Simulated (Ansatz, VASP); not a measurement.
# One calculation of Ta, two programs

```
CELL_PARAMETERS angstrom
-1.85359 1.85359 1.31049
1.85359 -1.85359 1.31049
1.85359 1.85359 -1.31049
ATOMIC_POSITIONS crystal
Ta 0.00000 0.00000 0.00000
```

Alike in both runs: task single point; functional LDA; k mesh 22 × 22 × 22; occupations gaussian, width 0.2 eV; no spin polarisation.

```csv
,VASP,Ansatz
version,VASP 6.6.1,Ansatz 0.2.0
potentials or method,"VASP PAW LDA potentials, release 64 (Ta_pv), cutoff 500 eV","scalar-relativistic, plane waves, PAW"
valence electrons in the cell,11,13
```

Ansatz gave:

| Quantity | Value |
| --- | --- |
| gap on the k mesh at the Fermi level (eV) | none |
| pressure (GPa) | -0.8 |
| traceless stress, the component that is largest in VASP (GPa) | 12.87 |

What did VASP give for the same quantities?

gap on the k mesh at the Fermi level (eV): none; pressure (GPa): -0.1; traceless stress, the component that is largest in VASP (GPa): 12.95.

LDA's correlation is that of Perdew and Zunger in VASP and of Perdew and Wang (1992) in Ansatz. A gap of «none» marks a metal or a gap that the smearing closes. VASP's potentials hold 11 valence electrons a cell and Ansatz's 13, so a difference there can come from the potentials and not from the codes.

Neither program's run includes spin-orbit coupling.
